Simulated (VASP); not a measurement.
Set up this calculation in VASP 6.6.1, as the native input.

| Quantity | Value |
| --- | --- |
| Task | electric field gradients |
| Functional | PBEsol |
| Potentials or basis | VASP PAW PBE potentials, release 64 (W_sv, C_h) |
| Cutoff | 910 eV |
| k mesh | 14 × 14 × 13 |
| Occupations | fermi-dirac, width 0.05 eV |
| Spin | no spin polarisation |
| Dipole correction | no |
| Further INCAR settings | ALGO = Normal; EDIFF = 1e-08; NBANDS = 16 |

The structure of WC lies in POSCAR:

```
WC
1.0
    2.8908006898      0.0000000000      0.0000000000
   -1.4454003449      2.5035068347      0.0000000000
    0.0000000000      0.0000000000      2.8195383909
W C
1 1
Direct
    0.0000000000      0.0000000000      0.0000000000
    0.6666666667      0.3333333333      0.5000000000
```

The input as run:

INCAR

```
  ALGO = Normal
  EDIFF = 1E-8
  ENCUT = 910
  GGA = PS
  GGA_COMPAT = F
  ISIF = 2
  ISMEAR = -1
  LASPH = T
  LCHARG = F
  LEFG = T
  LREAL = F
  LWAVE = F
  NBANDS = 16
  NELM = 120
  PREC = Accurate
  SIGMA = 0.05
```

KPOINTS

```
k-points
0
Gamma
  14 14 13
```

Potentials or basis: VASP PAW PBE potentials, release 64 (W_sv, C_h).

Run with:

```console
$ cat potpaw_PBE.64/W_sv/POTCAR potpaw_PBE.64/C_h/POTCAR > POTCAR
$ mpirun -np 1 vasp_std > vasp.out
```

Results of the run:

```json
{
 "Pressure": "4.7 GPa",
 "Band gap on the k mesh": "zero (bands 9 and 10 overlap by 1.36 eV)",
 "Largest electric field gradient by atom": "W -146.1; C -0.2 V/Å²"
}
```

Caveat: the cutoff is under 1.25 times the usual one of these potentials, so pressure, stress and relaxed cells hold a basis-set (Pulay) error; the cell stands under pressure; without QUAD_EFG the Cq values of the log hold for a quadrupole moment of 1 mb, not for the nuclei; the PAW data sets were made with another functional, which shifts forces and pressure a little; spin-orbit coupling is left out, which moves the levels of the heavy elements.

Wall time 45 s on 1 thread of Intel(R) Xeon(R) 6975P-C (Granite Rapids) (shared host), peak memory 0.26 GiB.
